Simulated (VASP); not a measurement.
Wanted: the native input for a VASP 6.6.1 run.

```
Task                   : single point
Functional             : PBEsol
Potentials or basis    : VASP PAW PBE potentials, release 64 (Zn, O)
Cutoff                 : 520 eV
k mesh                 : 9 × 9 × 6
Occupations            : gaussian, width 0.05 eV
Spin                   : no spin polarisation
Dipole correction      : no
Further INCAR settings : ALGO = Normal; EDIFF = 1e-06; NBANDS = 26
```

The structure of ZnO lies in POSCAR:

```
ZnO
1.0
    3.2905078253      0.0000000000      0.0000000000
   -1.6452539126      2.8496633681      0.0000000000
    0.0000000000      0.0000000000      5.0282250078
Zn O
2 2
Direct
    0.3333333333      0.6666666667      0.0015754469
    0.6666666667      0.3333333333      0.5015754469
    0.3333333333      0.6666666667      0.4257754335
    0.6666666667      0.3333333333      0.9257754335
```

This cell differs from its parent crystal: c/a of the conventional cell at fixed volume 1.5281.

One way to write it, as run:

INCAR

```
SYSTEM = ZnO
PREC     = Accurate       ! precision mode
ENCUT    = 520            ! plane-wave cutoff, eV
EDIFF    = 1E-6           ! SCF threshold, eV
ISMEAR   = 0              ! smearing method
SIGMA    = 0.05           ! smearing width, eV
LREAL    = .FALSE.        ! projectors in reciprocal space
LASPH    = .TRUE.         ! aspherical terms in the spheres
NELM     = 60             ! most SCF steps
ALGO     = Normal         ! electronic algorithm
ISIF     = 2              ! what is computed and relaxed
LWAVE    = .FALSE.        ! write WAVECAR
LCHARG   = .FALSE.        ! write CHGCAR
GGA      = PS             ! functional
NBANDS   = 26             ! bands
```

KPOINTS

```
Automatic mesh
0
G
  9 9 6
  0 0 0
```

Potentials or basis: VASP PAW PBE potentials, release 64 (Zn, O).

Launch:

```console
$ cat potpaw_PBE.64/Zn/POTCAR potpaw_PBE.64/O/POTCAR > POTCAR
$ mpirun -np 1 vasp_std > vasp.out
```

Results of the run:

```json
{
  "Pressure": "0.6 GPa",
  "Largest force": "0.501 eV/Å",
  "Band gap on the k mesh": "0.77 eV, direct"
}
```

Caveat: the PAW data sets were made with another functional, which shifts forces and pressure a little.

Run time: 48 s on 1 thread of AMD EPYC 7R43 64-Core Processor (Zen 3), with other jobs on the host, peak memory 0.15 GiB.
